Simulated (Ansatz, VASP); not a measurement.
**One calculation of Ti3H, two programs**

The input INCAR:

```
SYSTEM = Ti3H
PREC = Accurate ; ENCUT = 520
EDIFF = 1E-6 ; ISMEAR = 0
SIGMA = 0.1 ; LREAL = .False.
LASPH = .True. ; NELM = 80
ALGO = Normal ; ISIF = 2
LWAVE = .False. ; LCHARG = .True.
LDIPOL = .True. ; IDIPOL = 3
DIPOL = 0.5 0.5 0.325 ; GGA = PE
LELF = .True. ; LVHAR = .True.
LVACPOTAV = .True. ; NBANDS = 47
```

Contents of KPOINTS:

```
Automatic mesh
0
Gamma
  6 6 1
  0 0 0
```

POSCAR

```
Ti3H
1.0
    4.6039800811      0.0000000000      0.0000000000
   -2.3019900405      3.9871637087      0.0000000000
    0.0000000000      0.0000000000     22.4969948581
Ti H
6 2
Direct
    0.6666666667      0.3333333333      0.1778015253
    0.3333333333      0.6666666667      0.2195752601
    0.0000000000      0.0000000000      0.2613489950
    0.6666666667      0.3333333333      0.2980583739
    0.3333333333      0.6666666667      0.3304600279
    0.0000000000      0.0000000000      0.3776946615
    0.2592832011      0.7407167989      0.4688179432
    0.4073834656      0.5926165344      0.4688179432
```

Input for Ansatz:

```yaml
crystal:
  lattice:
    - [4.6039800811, 0.0, 0.0]
    - [-2.3019900405, 3.9871637087, 0.0]
    - [0.0, 0.0, 22.4969948581]
  atoms:
    - { symbol: Ti, position: [0.6666666667, 0.3333333333, 0.1778015253] }
    - { symbol: Ti, position: [0.3333333333, 0.6666666667, 0.2195752601] }
    - { symbol: Ti, position: [0.0, 0.0, 0.261348995] }
    - { symbol: Ti, position: [0.6666666667, 0.3333333333, 0.2980583739] }
    - { symbol: Ti, position: [0.3333333333, 0.6666666667, 0.3304600279] }
    - { symbol: Ti, position: [0.0, 0.0, 0.3776946615] }
    - { symbol: H, position: [0.2592832011, 0.7407167989, 0.4688179432] }
    - { symbol: H, position: [0.4073834656, 0.5926165344, 0.4688179432] }
basis:
  ecutwfc: 420
kpoints:
  mp_grid: { grid: [6, 6, 1] }
hamiltonian:
  xc: pbe
scf:
  occupations: { method: gaussian, width: 0.1 }
output:
  forces: true
  eigenvalues: true
efield:
  axis: 3
  dipole_correction: true
  ramp_width: 0.04
```

Alike in both runs: task single point; functional PBE; k mesh 6 × 6 × 1; occupations gaussian, width 0.1 eV; no spin polarisation.

|  | VASP | Ansatz |
| --- | --- | --- |
| version | VASP 6.6.1 | Ansatz 0.2.0 |
| potentials or method | VASP PAW PBE potentials, release 64 (Ti_sv, H), cutoff 520 eV | scalar-relativistic, plane waves, PAW |
| valence electrons in the cell | 74 | 74 |

VASP gave:

```
gap on the k mesh at the Fermi level (eV)  : none
rms of the force components (eV/Å)         : 1.000
work function, face that differs most (eV) : 3.46
```

Question: What did Ansatz give for the same quantities?

Answer: gap on the k mesh at the Fermi level (eV): none; rms of the force components (eV/Å): 0.998; work function, face that differs most (eV): 3.46.

Atom by atom the forces differ by 0.005 eV/Å (rms over components). A gap of «none» marks a metal or a gap that the smearing closes.
